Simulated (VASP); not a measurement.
Write the native input for VASP 6.6.1 that does the following.

| Quantity | Value |
| --- | --- |
| Task | single point |
| Functional | PBE |
| Potentials or basis | VASP PAW PBE potentials, release 64 (Cu, W_sv) |
| Cutoff | 520 eV |
| k mesh | 6 × 6 × 6 |
| Occupations | gaussian, width 0.1 eV |
| Spin | no spin polarisation |
| Dipole correction | no |
| Further INCAR settings | ALGO = Normal; EDIFF = 1e-06; NBANDS = 37 |

The structure of Cu4W lies in POSCAR:

```
Cu4W
1.0
   -2.5950478800      2.5950478800      2.5950478800
    2.5950478800     -2.5950478800      2.5950478800
    2.5950478800      2.5950478800     -2.5950478800
Cu W
4 1
Direct
    0.0000000000      0.0000000000      0.5000000000
    0.0000000000      0.5000000000      0.0000000000
    0.5000000000      0.0000000000      0.0000000000
    0.5000000000      0.5000000000      0.5000000000
    0.0000000000      0.0000000000      0.0000000000
```

The input as run:

INCAR

```
ALGO     = Normal         # electronic algorithm
EDIFF    = 1E-6           # SCF threshold, eV
ENCUT    = 520            # plane-wave cutoff, eV
GGA      = PE             # functional
ISIF     = 2              # what is computed and relaxed
ISMEAR   = 0              # smearing method
LASPH    = True           # aspherical terms in the spheres
LCHARG   = False          # write CHGCAR
LREAL    = False          # projectors in reciprocal space
LWAVE    = False          # write WAVECAR
NBANDS   = 37             # bands
NELM     = 80             # most SCF steps
PREC     = Accurate       # precision mode
SIGMA    = 0.1            # smearing width, eV
```

KPOINTS

```
k-points
0
Gamma
  6 6 6
```

Potentials or basis: VASP PAW PBE potentials, release 64 (Cu, W_sv).

Launch:

```console
$ cat potpaw_PBE.64/Cu/POTCAR potpaw_PBE.64/W_sv/POTCAR > POTCAR
$ mpirun -np 1 vasp_std > vasp.out
```

It gave:

```
Pressure               : 42.6 GPa
Band gap on the k mesh : zero (band 29 reaches 9.13 eV, above the bottom of band 30 at 5.66 eV)
```

Caveat: spin-orbit coupling is left out, which moves the levels of the heavy elements.

It took 44 s on 1 thread of Intel(R) Xeon(R) Platinum 8375C CPU @ 2.90GHz (Ice Lake), on a shared host, peak memory 0.21 GiB.
